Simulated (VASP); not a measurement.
**HfTa4F: single point with PBE**

Crystal: HfTa4F.

```xyz
6
Lattice="-2.7536 2.7536 4.1660 2.7536 -2.7536 4.1660 2.7536 2.7536 -4.1660" Properties=species:S:1:pos:R:3 pbc="T T T"
Hf    0.0000    0.0000    4.1660
Ta    1.3768    1.3768    2.0830
Ta    1.3768    1.3768   -2.0830
Ta   -1.3768    1.3768    2.0830
Ta    1.3768   -1.3768    2.0830
F     0.0000    0.0000    0.0000
```

```json
{
 "Program": "VASP 6.6.1",
 "Task": "single point",
 "Functional": "PBE",
 "Potentials or basis": "VASP PAW PBE potentials, release 64 (Hf_pv, Ta_pv, F)",
 "Cutoff": "520 eV",
 "k mesh": "4 × 4 × 4",
 "Occupations": "gaussian, width 0.1 eV",
 "Spin": "no spin polarisation",
 "Dipole correction": "no",
 "Further INCAR settings": "ALGO = Normal; EDIFF = 1e-06; NBANDS = 40"
}
```

| Quantity | Value |
| --- | --- |
| Pressure | 0.1 GPa |

Stress tensor (GPa, compression positive):
```
-0.03  0.00  0.00
 0.00 -0.03  0.00
 0.00  0.00  0.24
```

Levels at points of the mesh, in eV from the Fermi level:
```csv
k point,band 27,band 28,band 29,band 30,band 31,band 32,band 33,band 34
"(0.00, 0.00, 0.00)",-1.48,-1.24,-1.24,-1.11,1.34,1.34,2.26,2.38
"(0.50, 0.00, 0.00)",-1.27,-0.73,-0.40,-0.23,-0.02,0.28,0.33,0.77
"(0.50, 0.50, 0.00)",-0.77,-0.47,-0.40,-0.02,0.58,0.63,0.70,0.84
"(0.50, 0.50, 0.50)",-0.65,-0.65,-0.46,-0.34,-0.11,0.64,0.64,1.40
```

It took 68 s on 1 thread of Intel(R) Xeon(R) Platinum 8259CL CPU @ 2.50GHz (Skylake/Cascade Lake), on a shared host, peak memory 0.28 GiB.

Caveat: the k points lie up to 0.40 Å⁻¹ apart; spin-orbit coupling is left out, which moves the levels of the heavy elements; an odd number of electrons without spin polarisation forces a metal; a magnetic or distorted state may lie lower.
